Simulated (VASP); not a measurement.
A run of VASP 6.6.1:

File INCAR:

```
SYSTEM = Mg4H
PREC     = Accurate       ! precision mode
ENCUT    = 520            ! plane-wave cutoff, eV
EDIFF    = 1E-7           ! SCF threshold, eV
ISMEAR   = 0              ! smearing method
SIGMA    = 0.1            ! smearing width, eV
LREAL    = .False.        ! projectors in reciprocal space
LASPH    = .True.         ! aspherical terms in the spheres
NELM     = 80             ! most SCF steps
ALGO     = Normal         ! electronic algorithm
ISIF     = 2              ! what is computed and relaxed
LWAVE    = .False.        ! write WAVECAR
LCHARG   = .False.        ! write CHGCAR
LDIPOL   = .True.       
IDIPOL   = 3            
DIPOL    = 0.5 0.5 0.334
GGA      = PS             ! functional
IBRION   = 2              ! ionic algorithm
NSW      = 36             ! ionic steps
EDIFFG   = -0.025         ! ionic threshold
```

The input KPOINTS:

```
regular mesh
0
Gamma
  8 5 1
  0 0 0
```

File POSCAR:

```
Mg4H
1.0
    3.1881999939      0.0000000000      0.0000000000
    0.0000000000      5.1084658709      0.0000000000
    0.0000000000      0.0000000000     19.1358427726
Mg H
4 1
Selective dynamics
Direct
    0.0000000000      0.7500000000      0.2090318178  F F F
    0.5000000000      0.2500000000      0.2571276385  F F F
    0.5000000000      0.7500000000      0.3576109084  F F F
    0.0000000000      0.2500000000      0.3990335238  F F F
    0.1250000000      0.7500000000      0.4472001683  F F T
```

Potentials or basis: VASP PAW PBE potentials, release 64 (Mg, H).

Launch:

```sh
$ cat potpaw_PBE.64/Mg/POTCAR potpaw_PBE.64/H/POTCAR > POTCAR
$ mpirun -np 1 vasp_std > vasp.out
```

Hardware: 1 thread of Intel Xeon 8259CL, on a shared host.

Question: Estimate the wall time of this run.

Answer: Wall time 6.5 min on 1 thread of Intel Xeon 8259CL, on a shared host, peak memory 0.4 GiB. Counts: scf iterations 87, k points 15, ion steps 6.
